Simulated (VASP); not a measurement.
**B2P: single point with PBE-based screened hybrid with 25 % exact exchange**

Crystal: B2P.

```xyz
3
Lattice="1.5151 0.8748 3.9249 -1.5151 0.8748 3.9249 0.0000 -1.7495 3.9249" Properties=species:S:1:pos:R:3 pbc="T T T"
B     0.0000    0.0000    5.0553
B     0.0000    0.0000    6.7193
P     0.0000    0.0000    0.0000
```

```
Program                            : VASP 6.6.1
Task                               : single point
Functional                         : PBE-based screened hybrid with 25 % exact exchange
Potentials or basis                : VASP PAW PBE potentials, release 64 (B, P)
Cutoff                             : 520 eV
k mesh                             : 5 × 5 × 5
Occupations                        : fermi-dirac, width 0.05 eV
Spin                               : no spin polarisation
Dipole correction                  : no
Grid for exact exchange (PRECFOCK) : Normal
Share of exact exchange            : 0.25
Further INCAR settings             : ALGO = Normal; EDIFF = 1e-06; NBANDS = 12
Screening parameter                : 0.3 1/Å
```

The pressure is -2.2 GPa and the largest force is 0.181 eV/Å. The band gap on the k mesh is zero (an odd number of electrons rules out a gap without spin polarisation).

Forces in eV/Å, atoms in the order of the input:
```
B    0.000  0.000  0.181
B    0.000  0.000 -0.181
P    0.000  0.000  0.000
```

Stress tensor (GPa, compression positive):
```
-3.52  0.00  0.00
 0.00 -3.52  0.00
 0.00  0.00  0.58
```

Levels at points of the mesh, in eV from the Fermi level:
| k point | band 2 | band 3 | band 4 | band 5 | band 6 | band 7 | band 8 | band 9 |
| --- | --- | --- | --- | --- | --- | --- | --- | --- |
| (0.00, 0.00, 0.00) | -7.54 | -7.48 | 0.09 | 0.09 | 3.57 | 3.57 | 6.79 | 6.79 |

It took 11 min on 1 thread of AMD EPYC 7R13 Processor (Zen 3), with other jobs on the host, peak memory 0.25 GiB.

Caveat: the k points lie up to 0.49 Å⁻¹ apart, too coarse for converged energies and pressures of a metal; the PAW data sets were made with another functional, which shifts forces and pressure a little.
